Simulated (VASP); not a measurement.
The system is SrTaBe4.

```
CELL_PARAMETERS angstrom
3.49151 0.00000 0.00000
0.00000 3.49151 0.00000
0.00000 0.00000 6.01809
ATOMIC_POSITIONS crystal
Sr 0.00000 0.00000 0.00000
Ta 0.50000 0.50000 0.50000
Be 0.50000 0.00000 0.00000
Be 0.00000 0.50000 0.00000
Be 0.00000 0.00000 0.27700
Be 0.00000 0.00000 0.72300
```

```yaml
Program: VASP 6.6.1
Task: relaxation of cell and atoms
Functional: PBE
Potentials_or_basis: VASP PAW PBE potentials, release 64 (Sr_sv, Ta_pv, Be)
Cutoff: 600 eV
k_mesh: 6 × 6 × 4
Occupations: gaussian, width 0.1 eV
Spin: no spin polarisation
```

At the start: pressure 56.3 GPa; volume 12.23 Å³/atom.

Problem. Where does the relaxation end?

Solution. Over 12 steps the energy falls by 1882.4 meV/atom and the volume is 20.64 Å³/atom (+68.8 %); space group P4/mmm (No. 123, to 0.1 Å) before and after.

The path:
| step | energy change (eV) | largest force (eV/Å) | pressure (GPa) | volume (Å³) |
| --- | --- | --- | --- | --- |
| 1 | 0.0000 | 13.2259 | 56.32 | 73.36 |
| 2 | -10.9699 | 2.7381 | 1.02 | 129.12 |
| 3 | -11.1264 | 0.1352 | 2.43 | 117.33 |
| 4 | -11.1563 | 0.6163 | 1.84 | 120.81 |
| 5 | -11.1520 | 0.8746 | 1.68 | 121.92 |
| 6 | -11.2560 | 0.1714 | 0.01 | 126.74 |
| 7 | -11.2673 | 0.1524 | -0.67 | 129.25 |
| 8 | -11.2832 | 0.1182 | -0.56 | 128.19 |
| 9 | -11.2847 | 0.2333 | -0.51 | 127.78 |
| 10 | -11.2924 | 0.0438 | -0.33 | 125.93 |
| 11 | -11.2938 | 0.0766 | -0.20 | 124.78 |
| 12 | -11.2946 | 0.0226 | 0.00 | 123.85 |

Final structure:
```xyz
6
Lattice="4.2633 0.0000 0.0000 0.0000 4.2633 0.0000 0.0000 0.0000 6.8143" Properties=species:S:1:pos:R:3 pbc="T T T"
Sr    0.0000    0.0000    0.0000
Ta    2.1317    2.1317    3.4071
Be    2.1317    0.0000    0.0000
Be    0.0000    2.1317    0.0000
Be    0.0000    4.2633    2.4865
Be    0.0000    0.0000    4.3277
```

Caveat: the volume moved by over 15 % at a fixed basis, so the end points are rough.
